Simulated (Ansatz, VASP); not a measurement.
## One calculation of BN, two programs

```
CELL_PARAMETERS angstrom
0.00000 1.91458 1.84609
1.84609 0.00000 1.84609
1.84609 1.91458 0.00000
ATOMIC_POSITIONS crystal
B 0.00000 0.00000 0.00000
N 0.75000 0.75000 0.75000
```

Alike in both runs: task single point; functional PBE; k mesh 12 × 12 × 12; occupations gaussian, width 0.05 eV; no spin polarisation.

```csv
,VASP,Ansatz
version,VASP 6.6.1,Ansatz 0.2.0
potentials or method,"VASP PAW PBE potentials, release 64 (B, N), cutoff 520 eV","scalar-relativistic, plane waves, PAW"
valence electrons in the cell,8,8
```

|  | VASP | Ansatz | Ansatz less VASP |
| --- | --- | --- | --- |
| gap on the k mesh at the Fermi level (eV) | 4.05 | 4.05 | +0.008 |
| least direct gap on the mesh (eV) | 8.15 | 8.16 | +0.007 |

The functional is the same, so the differences come from potentials, cutoffs and numerics.
